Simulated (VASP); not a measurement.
Write the native input for VASP 6.6.1 that does the following.

* Task: single point
* Functional: PBE
* Potentials or basis: VASP PAW PBE potentials, release 64 (Zr_sv, B)
* Cutoff: 500 eV
* k mesh: 15 × 15 × 10
* Occupations: gaussian, width 0.1 eV
* Spin: no spin polarisation
* Dipole correction: no
* Further INCAR settings: ALGO = Normal; EDIFF = 1e-06; NBANDS = 18

The structure of ZrB3 lies in POSCAR:

```
ZrB3
1.0
    4.0337621082      0.0000000000      0.0000000000
   -2.0168810541      3.4933404585      0.0000000000
    0.0000000000      0.0000000000      4.6587158654
Zr B
1 3
Direct
    0.0000000000      0.0000000000      0.0000000000
    0.0000000000      0.0000000000      0.5000000000
    0.3333333333      0.6666666667      0.0000000000
    0.6666666667      0.3333333333      0.0000000000
```

The input as run:

INCAR

```
SYSTEM = ZrB3
ALGO = Normal
EDIFF = 1E-6
ENCUT = 500
GGA = PE
GGA_COMPAT = .FALSE.
ISIF = 2
ISMEAR = 0
LASPH = .TRUE.
LCHARG = .TRUE.
LELF = .TRUE.
LREAL = .FALSE.
LVHAR = .TRUE.
LWAVE = .FALSE.
NBANDS = 18
NELM = 120
PREC = Accurate
SIGMA = 0.1
```

KPOINTS

```
k-points
0
G
  15 15 10
  0 0 0
```

Potentials or basis: VASP PAW PBE potentials, release 64 (Zr_sv, B).

Run with:

```console
$ cat potpaw_PBE.64/Zr_sv/POTCAR potpaw_PBE.64/B/POTCAR > POTCAR
$ mpirun -np 1 vasp_std > vasp.out
```

Results of the run:

| Quantity | Value |
| --- | --- |
| Pressure | 0.0 GPa |

Wall time 80 s on 1 thread of Intel(R) Xeon(R) 6975P-C (Granite Rapids), on a shared host, peak memory 0.3 GiB.
